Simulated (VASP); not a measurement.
# Tl (P6/mmm) in VASP: further runs, part 2 of 2

VASP 6.6.1. The steps go on from the part before.

**3. Single point, PBE (volume scaled by 0.43)**

The input, INCAR:

```
SYSTEM = Tl
PREC = Accurate
ENCUT = 520
EDIFF = 1E-6
ISMEAR = -1
SIGMA = 0.1
LREAL = .FALSE.
LASPH = .TRUE.
NELM = 100
ALGO = Normal
ISIF = 2
LWAVE = .FALSE.
LCHARG = .TRUE.
GGA = PE
LELF = .TRUE.
LVHAR = .TRUE.
NBANDS = 12
```

The input, KPOINTS:

```
regular mesh
0
G
  14 14 13
  0 0 0
```

The input, POSCAR:

```
Tl
1.0
    2.5847043633      0.0000000000      0.0000000000
   -1.2923521817      2.2384196399      0.0000000000
    0.0000000000      0.0000000000      2.4538982212
Tl
1
Direct
    0.0000000000      0.0000000000      0.0000000000
```

Potentials or basis: VASP PAW PBE potentials, release 64 (Tl_d).

On the command line:

```
$ cat potpaw_PBE.64/Tl_d/POTCAR > POTCAR
$ mpirun -np 1 vasp_std > vasp.out
```

OUTCAR:

```text
SYSTEM = Tl
   PREC = Accurate
   ENCUT = 520
   EDIFF = 1E-6
   ISMEAR = -1
   LREAL = .FALSE.
   LASPH = .TRUE.
   NELM = 100
   ISIF = 2
   GGA = PE

 ion  position               nearest neighbor table
   1  0.000  0.000  0.000-

  LATTYP: Found a hexagonal cell.
 ALAT       =     2.5847043633
 C/A-ratio  =     0.9493922230

  Lattice vectors:

 A1 = (   2.5847043633,   0.0000000000,   0.0000000000)
 A2 = (  -1.2923521817,   2.2384196399,   0.0000000000)
 A3 = (   0.0000000000,   0.0000000000,   2.4538982212)

Analysis of symmetry for initial positions (statically):
=====================================================================
 Subroutine PRICEL returns:
 Original cell was already a primitive cell.

 Routine SETGRP: Setting up the symmetry group for a
 hexagonal supercell.

 Subroutine GETGRP returns: Found 24 space group operations
 (whereof 24 operations were pure point group operations)
 out of a pool of 24 trial point group operations.

The static configuration has the point symmetry D_6h.

Analysis of symmetry for dynamics (positions and initial velocities):
=====================================================================
 Subroutine PRICEL returns:
 Original cell was already a primitive cell.

 Routine SETGRP: Setting up the symmetry group for a
 hexagonal supercell.

 Subroutine GETGRP returns: Found 24 space group operations
 (whereof 24 operations were pure point group operations)
 out of a pool of 24 trial point group operations.

The dynamic configuration has the point symmetry D_6h.

 Subroutine INISYM returns: Found 24 space group operations
 (whereof 24 operations are pure point group operations),
 and found     1 'primitive' translations

----------------------------------------------------------------------------------------

                                     Primitive cell

[... 108 lines left out ...]
     AMIX_MAG =   1.60;   BMIX_MAG =  1.00
  volume/ion in A,a.u.               =      14.20        95.81
  Fermi-wavevector in a.u.,A,eV,Ry     =   1.589716  3.004128 34.384617  2.527198
  Thomas-Fermi vector in A             =   2.688523
   LORBIT       =      0    0 simple, 1 ext, 2 COOP (PROOUT), +10 PAW based schemes
   GGA     = PE    functional components
   LHFCALC =     F    Hartree Fock is set to
   AEXX    =    0.0000 exact exchange contribution
   IVDW    =     0    specifies the selected vdW correction
   LEPSILON=     F    determine dielectric tensor
   LRPA    =     F    only Hartree local field effects (RPA)
 non-spin polarized calculation
  energy-cutoff  :      520.00
  volume of cell :       14.20
 maximum number of plane-waves:       405
 NGX is ok and might be reduce to    20
   NGX =  9   NGY =  9   NGZ =  9

 number of electron      12.9999997 magnetization

 Free energy of the ion-electron system (eV)
  ---------------------------------------------------
  ext. energy  EPLUGINS =         0.00000000
  ---------------------------------------------------
  free energy    TOTEN  =         2.65756134 eV

  energy without entropy =        2.67010508  energy(sigma->0) =        2.66383321

 E-fermi :  18.2102     XC(G=0): -14.1451

 val. band max:       17.9140259517   @ k =   0.2857   0.2143   0.4615
 cond. band min:      18.2220817146   @ k =   0.3571   0.2857   0.3077
 fundamental gap:      0.3080557630
 Fermi energy:        18.2101647260

 k-point     1 :       0.0000    0.0000    0.0000
  band No.  band energies     occupation
      1       0.2465      2.00000
      2       0.8043      2.00000
      3       3.0996      2.00000
      4       3.0996      2.00000
      5       6.0106      2.00000
      6       6.0106      2.00000
      7      27.1862      0.00000
      8      28.0995      0.00000
      9      32.9327      0.00000
     10      32.9327      0.00000
     11      35.3345      0.00000
     12      40.2621      0.00000
[... 331 lines left out ...]
 k-point    24 :       0.3571    0.2857    0.0000
  band No.  band energies     occupation
      1       1.7497      2.00000
      2       2.8325      2.00000
      3       3.6585      2.00000
      4       4.7247      2.00000
      5       4.9801      2.00000
      6      13.5338      2.00000
      7      14.9298      2.00000
      8      17.3585      1.99960
      9      33.3763      0.00000
     10      35.1356      0.00000
     11      39.5357      0.00000
     12      41.0929      0.00000

 [... further k-points ...]
[... 5 lines left out ...]
  --------------------------------------------------------------------------------------
  -------------------------------------------------------------------------------------
  Total       17.8606814     17.8606814     17.8620509     -0.0000000     -0.0000000     -0.0000000
  in kB     2015.5783071   2015.5783072   2015.7328579     -0.0000000     -0.0000000     -0.0000000
  external PRESSURE =    2015.6298241 kB  Pullay stress =       0.0000000 kB

 VOLUME and BASIS-vectors are now :
 -----------------------------------------------------------------------------
  energy-cutoff  :      520.00
  volume of cell :       14.20
      direct lattice vectors                 reciprocal lattice vectors
     2.584704363  0.000000000  0.000000000     0.386891443  0.223371879  0.000000000
    -1.292352182  2.238419640  0.000000000     0.000000000  0.446743757  0.000000000
     0.000000000  0.000000000  2.453898221     0.000000000  0.000000000  0.407514864

 POSITION                                       TOTAL-FORCE (eV/Angst)
 -----------------------------------------------------------------------------------
      0.00000      0.00000      0.00000         0.000000      0.000000      0.000000
 -----------------------------------------------------------------------------------
    total drift:                               -0.000000      0.000000      0.000000

  FREE ENERGIE OF THE ION-ELECTRON SYSTEM (eV)
  ---------------------------------------------------
  free  energy   TOTEN  =         2.6575613372 eV

  energy  without entropy=        2.6701050778  energy(sigma->0) =        2.66383321
```

OSZICAR:

```text
N       E                     dE             d eps       ncg     rms          rms(c)
DAV:   1     0.587599294619E+02    0.58760E+02   -0.71645E+03  4304   0.105E+03
DAV:   2     0.320127444172E+01   -0.55559E+02   -0.54305E+02  4648   0.243E+02
DAV:   3     0.246699421608E+01   -0.73428E+00   -0.73400E+00  4872   0.246E+01
DAV:   4     0.246494093620E+01   -0.20533E-02   -0.20532E-02  4632   0.148E+00
DAV:   5     0.246492827763E+01   -0.12659E-04   -0.12661E-04  4912   0.110E-01    0.242E+01
DAV:   6     0.259725654726E+01    0.13233E+00   -0.77896E-02  4280   0.344E+00    0.147E+01
DAV:   7     0.265574205360E+01    0.58486E-01   -0.69680E-02  4340   0.324E+00    0.650E-01
DAV:   8     0.265757441252E+01    0.18324E-02   -0.83242E-03  4628   0.107E+00    0.891E-02
DAV:   9     0.265756327310E+01   -0.11139E-04   -0.78295E-05  4808   0.945E-02    0.214E-02
DAV:  10     0.265756129014E+01   -0.19830E-05   -0.26931E-06  4856   0.220E-02    0.307E-03
DAV:  11     0.265756133722E+01    0.47079E-07   -0.47998E-07  2736   0.727E-03
   1 F= 0.26575613E+01 E0= 0.26638332E+01  d E =-.125437E-01
```

stdout:

```text
POSCAR found type information on POSCAR Tl
 POSCAR found :  1 types and       1 ions
 scaLAPACK will be used
 LDA part: xc-table for (Slater+PW92), standard interpolation
 POSCAR, INCAR and KPOINTS ok, starting setup
 FFT: planning ... GRIDC
 FFT: planning ... GRID_SOFT
 FFT: planning ... GRID
 WAVECAR not read
 entering main loop
```

It took 21 s on 1 thread of AMD EPYC 7R43 (Zen 3), shared host; peak memory 0.11 GiB.

What came out:

| Quantity | Value |
| --- | --- |
| Free energy | 2.6576 eV |
| Pressure | 201.6 GPa |

Levels at points of the mesh, in eV from the Fermi level:
```csv
k point,band 3,band 4,band 5,band 6,band 7,band 8,band 9,band 10
"(0.00, 0.00, 0.00)",-15.11,-15.11,-12.20,-12.20,8.98,9.89,14.72,14.72
"(0.50, 0.00, 0.00)",-13.87,-12.57,-11.94,-7.77,-4.81,6.66,12.69,15.20
```

Caveat: spin-orbit coupling is left out, which moves the levels of the heavy elements.

**4. Single point, PBE (volume scaled by 0.5)**

The input, INCAR:

```
SYSTEM = Tl
PREC = Accurate
ENCUT = 520
EDIFF = 1E-6
ISMEAR = -1
SIGMA = 0.1
LREAL = .False.
LASPH = .True.
NELM = 100
ALGO = Normal
ISIF = 2
LWAVE = .False.
LCHARG = .True.
GGA = PE
LELF = .True.
LVHAR = .True.
NBANDS = 12
```

The input, KPOINTS:

```
regular mesh
0
Gamma
  14 14 13
  0 0 0
```

The input, POSCAR:

```
Tl
1.0
    2.7216939070      0.0000000000      0.0000000000
   -1.3608469535      2.3570560648      0.0000000000
    0.0000000000      0.0000000000      2.5733643750
Tl
1
Direct
    0.0000000000      0.0000000000      0.0000000000
```

Potentials or basis: VASP PAW PBE potentials, release 64 (Tl_d).

On the command line:

```
$ cat potpaw_PBE.64/Tl_d/POTCAR > POTCAR
$ mpirun -np 1 vasp_std > vasp.out
```

OUTCAR:

```text
SYSTEM = Tl
   PREC = Accurate
   ENCUT = 520
   EDIFF = 1E-6
   ISMEAR = -1
   LREAL = .False.
   LASPH = .True.
   NELM = 100
   ISIF = 2
   GGA = PE

 ion  position               nearest neighbor table
   1  0.000  0.000  0.000-

  LATTYP: Found a hexagonal cell.
 ALAT       =     2.7216939070
 C/A-ratio  =     0.9455010236

  Lattice vectors:

 A1 = (   2.7216939070,   0.0000000000,   0.0000000000)
 A2 = (  -1.3608469535,   2.3570560648,   0.0000000000)
 A3 = (   0.0000000000,   0.0000000000,   2.5733643750)
[... 529 lines left out ...]
      4       2.1602      2.00000
      5       2.3411      2.00000
      6      10.1076      2.00000
      7      11.9968      2.00000
      8      14.1593      1.99779
      9      30.0418      0.00000
     10      31.5499      0.00000
     11      34.6142      0.00000
     12      36.3610      0.00000

 [... further k-points ...]
[... 5 lines left out ...]
  --------------------------------------------------------------------------------------
  -------------------------------------------------------------------------------------
  Total       11.1201421     11.1201421     11.1138924      0.0000000      0.0000000     -0.0000000
  in kB     1079.2211299   1079.2211299   1078.6145919      0.0000000      0.0000000     -0.0000000
  external PRESSURE =    1079.0189506 kB  Pullay stress =       0.0000000 kB

 VOLUME and BASIS-vectors are now :
 -----------------------------------------------------------------------------
  energy-cutoff  :      520.00
  volume of cell :       16.51
      direct lattice vectors                 reciprocal lattice vectors
     2.721693907  0.000000000  0.000000000     0.367418245  0.212129023  0.000000000
    -1.360846954  2.357056065  0.000000000     0.000000000  0.424258046  0.000000000
     0.000000000  0.000000000  2.573364375     0.000000000  0.000000000  0.388596349

 POSITION                                       TOTAL-FORCE (eV/Angst)
 -----------------------------------------------------------------------------------
      0.00000      0.00000      0.00000        -0.000000      0.000000      0.000000
 -----------------------------------------------------------------------------------
    total drift:                               -0.000000     -0.000000     -0.000000

  FREE ENERGIE OF THE ION-ELECTRON SYSTEM (eV)
  ---------------------------------------------------
  free  energy   TOTEN  =         0.5015295305 eV

  energy  without entropy=        0.5140043014  energy(sigma->0) =        0.50776692
```

OSZICAR:

```text
N       E                     dE             d eps       ncg     rms          rms(c)
DAV:   1     0.561322140062E+02    0.56132E+02   -0.71930E+03  4336   0.103E+03
DAV:   2     0.107676432361E+01   -0.55055E+02   -0.53946E+02  4688   0.236E+02
DAV:   3     0.374209765881E+00   -0.70255E+00   -0.70196E+00  4816   0.235E+01
DAV:   4     0.371884244765E+00   -0.23255E-02   -0.23254E-02  4720   0.156E+00
DAV:   5     0.371866745075E+00   -0.17500E-04   -0.17500E-04  4932   0.127E-01    0.152E+01
DAV:   6     0.466641465352E+00    0.94775E-01   -0.86492E-02  4392   0.349E+00    0.936E+00
DAV:   7     0.499624467699E+00    0.32983E-01   -0.62709E-02  4524   0.297E+00    0.824E-01
DAV:   8     0.501540722529E+00    0.19163E-02   -0.80073E-03  4568   0.101E+00    0.872E-02
DAV:   9     0.501532094096E+00   -0.86284E-05   -0.71963E-05  4920   0.904E-02    0.191E-02
DAV:  10     0.501529595445E+00   -0.24987E-05   -0.24083E-06  4760   0.198E-02    0.262E-03
DAV:  11     0.501529530502E+00   -0.64943E-07   -0.45273E-07  2800   0.685E-03
   1 F= 0.50152953E+00 E0= 0.50776692E+00  d E =-.124748E-01
```

It took 24 s on 1 thread of AMD EPYC 7R43 (Zen 3), shared host; peak memory 0.11 GiB.

What came out:

* Free energy: 0.5015 eV
* Pressure: 107.9 GPa

Caveat: spin-orbit coupling is left out, which moves the levels of the heavy elements.
